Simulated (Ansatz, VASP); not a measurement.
## Two plane-wave programs on B2Pd3Pt

Contents of INCAR:

```
SYSTEM = B2Pd3Pt
  PREC = Accurate
  ENCUT = 600
  EDIFF = 1E-6
  ISMEAR = 0
  SIGMA = 0.2
  LREAL = .FALSE.
  LASPH = .TRUE.
  NELM = 60
  ALGO = Fast
  ISIF = 3
  LWAVE = .FALSE.
  LCHARG = .FALSE.
  GGA = PE
  IBRION = 2
  NSW = 36
  EDIFFG = -0.08
```

The input KPOINTS:

```
regular mesh
0
G
  4 5 3
  0 0 0
```

The input POSCAR:

```
B2Pd3Pt
1.0
    4.7000000000      0.0000000000      0.0000000000
    0.0000000000      3.1000000000      0.0000000000
    0.0000000000      0.0000000000      5.1500000000
B Pd Pt
2 3 1
Direct
    0.0000000000      0.0000000000      0.0000000000
    0.5000000000      0.5000000000      0.5000000000
    0.2400000000      0.5000000000      0.8400000000
    0.7600000000      0.5000000000      0.1600000000
    0.7400000000      0.0000000000      0.6600000000
    0.2600000000      0.0000000000      0.3400000000
```

Input for Ansatz:

```yaml
crystal:
  lattice:
    - [4.7, 0.0, 0.0]
    - [0.0, 3.1, 0.0]
    - [0.0, 0.0, 5.15]
  atoms:
    - { symbol: B, position: [0.0, 0.0, 0.0] }
    - { symbol: B, position: [0.5, 0.5, 0.5] }
    - { symbol: Pd, position: [0.24, 0.5, 0.84] }
    - { symbol: Pd, position: [0.76, 0.5, 0.16] }
    - { symbol: Pd, position: [0.74, 0.0, 0.66] }
    - { symbol: Pt, position: [0.26, 0.0, 0.34] }
basis:
  ecutwfc: 420
kpoints:
  mp_grid: { grid: [4, 5, 3] }
hamiltonian:
  xc: pbe
scf:
  occupations: { method: gaussian, width: 0.2 }
  lower_state_search: "off"
output:
  forces: true
  stress: true
  eigenvalues: true
relax:
  adjacent_minimum: "off"
  f_tol: 0.08
  max_steps: 16
  cell: { stress_tol: 0.8 }
```

Alike in both runs: task relaxation of cell and atoms; functional PBE; k mesh 4 × 5 × 3; occupations gaussian, width 0.2 eV; no spin polarisation.

|  | VASP | Ansatz |
| --- | --- | --- |
| version | VASP 6.6.1 | Ansatz 0.2.0 |
| potentials or method | VASP PAW PBE potentials, release 64 (B, Pd, Pt), cutoff 600 eV | scalar-relativistic, plane waves, PAW |
| valence electrons in the cell | 46 | 78 |

|  | VASP | Ansatz | Ansatz less VASP |
| --- | --- | --- | --- |
| gap on the k mesh at the Fermi level, each at its own relaxed structure (eV) | none | none | - |
| relaxed volume (Å³/atom) | 13.04 | 13.02 | -0.019 |
| relaxed cell length with the largest relative difference (Å) | 4.736 | 4.657 | -0.0787 |

A gap of «none» marks a metal or a gap that the smearing closes. VASP's potentials hold 46 valence electrons a cell and Ansatz's 78, so a difference there can come from the potentials and not from the codes.

The k mesh is coarse, so the values compare programs but aren't converged. Neither program's run includes spin-orbit coupling.
